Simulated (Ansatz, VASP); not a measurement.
**One calculation of Zr3AlN4, two programs**

```xyz
8
Lattice="4.5289 0.0000 0.0000 0.0000 4.5289 0.0000 0.0000 0.0000 4.5289" Properties=species:S:1:pos:R:3 pbc="T T T"
Zr    2.2645    0.0000    0.0000
Zr    0.0000    0.0000    2.2645
Zr    0.0000    2.2645    0.0000
Al    2.2645    2.2645    2.2645
N     0.0000    2.2645    2.2645
N     2.2645    2.2645    0.0000
N     0.0000    0.0000    0.0000
N     2.2645    0.0000    2.2645
```

Alike in both runs: task single point; functional PBE; k mesh 4 × 4 × 4; occupations gaussian, width 0.1 eV; collinear spin.

```csv
,VASP,Ansatz
version,VASP 6.6.1,Ansatz 0.2.0
potentials or method,"VASP PAW PBE potentials, release 64 (Zr_sv, Al, N), cutoff 520 eV","scalar-relativistic, plane waves, PAW"
valence electrons in the cell,59,59
```

```csv
,VASP,Ansatz,Ansatz less VASP
gap on the k mesh at the Fermi level (eV),none,none,-
pressure (GPa),0.2,0.0,-0.20
net moment per atom (μB),0.00,0.00,0.000
```

A gap of «none» marks a metal or a gap that the smearing closes. Ansatz's warnings: seeded moment not kept.
